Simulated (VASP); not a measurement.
A run of VASP 6.6.1 is set up as follows.

INCAR

```
  ALGO = Normal
  EDIFF = 1E-7
  ENCUT = 520
  GGA = PS
  ISIF = 2
  ISMEAR = -1
  LASPH = True
  LCHARG = False
  LREAL = False
  LWAVE = False
  NBANDS = 16
  NELM = 80
  PREC = Accurate
  SIGMA = 0.08
```

KPOINTS

```
k-points
0
Gamma
  16 16 16
```

POSCAR

```
ZnS
1.0
    0.0000000000      2.6777713895      2.6777713895
    2.6777713895      0.0000000000      2.6777713895
    2.6777713895      2.6777713895      0.0000000000
Zn S
1 1
Direct
    0.7500000000      0.7500000000      0.7500000000
    0.0000000000      0.0000000000      0.0000000000
```

Potentials or basis: VASP PAW PBE potentials, release 64 (Zn, S).

Launch:

```bash
$ cat potpaw_PBE.64/Zn/POTCAR potpaw_PBE.64/S/POTCAR > POTCAR
$ mpirun -np 1 vasp_std > vasp.out
```

Question: Estimate the band gap on the k mesh.

Answer: 2.10 eV.

Question: Estimate the pressure.

Answer: 0.2 GPa.

Caveat: the PAW data sets were made with another functional, which shifts forces and pressure a little. A k mesh can miss the band edges.
